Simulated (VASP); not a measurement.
Set up this calculation in VASP 6.6.1, as the native input.

```yaml
Task: single point
Functional: r2SCAN
Potentials_or_basis: VASP PAW PBE potentials, release 64 (Ir)
Cutoff: 520 eV
k_mesh: 6 × 6 × 2
Occupations: gaussian, width 0.1 eV
Spin: no spin polarisation
Dipole_correction: no
Further_INCAR_settings: ALGO = Normal; EDIFF = 1e-06; NBANDS = 26
```

The system is Ir.

```xyz
4
Lattice="4.2863 0.0000 0.0000 -2.1431 3.7120 0.0000 0.0000 0.0000 4.7154" Properties=species:S:1:pos:R:3 pbc="T T T"
Ir    0.0000    0.0000    1.1789
Ir    0.0000    0.0000    3.5366
Ir    0.0000    2.4747    3.5366
Ir    2.1431    1.2373    1.1789
```

The input as run:

POSCAR

```
Ir
1.0
    4.2862517507      0.0000000000      0.0000000000
   -2.1431258753      3.7120029031      0.0000000000
    0.0000000000      0.0000000000      4.7154027617
Ir
4
Direct
    0.0000000000      0.0000000000      0.2500000000
    0.0000000000      0.0000000000      0.7500000000
    0.3333333333      0.6666666667      0.7500000000
    0.6666666667      0.3333333333      0.2500000000
```

INCAR.step1

```
PREC = Accurate
ENCUT = 520
ISMEAR = 0
SIGMA = 0.1
LREAL = F
LASPH = T
NELM = 60
NBANDS = 26
GGA = PE
ALGO = Normal
EDIFF = 1E-4
LWAVE = T
LCHARG = F
```

INCAR.step2

```
PREC = Accurate
ENCUT = 520
EDIFF = 1E-6
ISMEAR = 0
SIGMA = 0.1
LREAL = F
LASPH = T
NELM = 60
ALGO = Normal
ISIF = 2
LWAVE = F
LCHARG = T
METAGGA = R2SCAN
LMIXTAU = T
LELF = T
LVHAR = T
NBANDS = 26
ISTART = 1
```

KPOINTS

```
regular mesh
0
Gamma
  6 6 2
```

Potentials or basis: VASP PAW PBE potentials, release 64 (Ir).

Run with:

```bash
$ cat potpaw_PBE.64/Ir/POTCAR > POTCAR
$ cp INCAR.step1 INCAR
$ mpirun -np 1 vasp_std > vasp.out
$ cp INCAR.step2 INCAR
$ mpirun -np 1 vasp_std > vasp.out
```

It gave:

```
Pressure               : 1.0 GPa
Band gap on the k mesh : zero (band 18 reaches 6.74 eV, above the bottom of band 19 at 5.74 eV)
```

Caveat: the k points lie up to 0.67 Å⁻¹ apart; the PAW data sets were made with another functional, which shifts forces and pressure a little; spin-orbit coupling is left out, which moves the levels of the heavy elements.

Run time: 51 s on 1 thread of Intel(R) Xeon(R) 6975P-C (Granite Rapids) (shared host), peak memory 0.19 GiB.
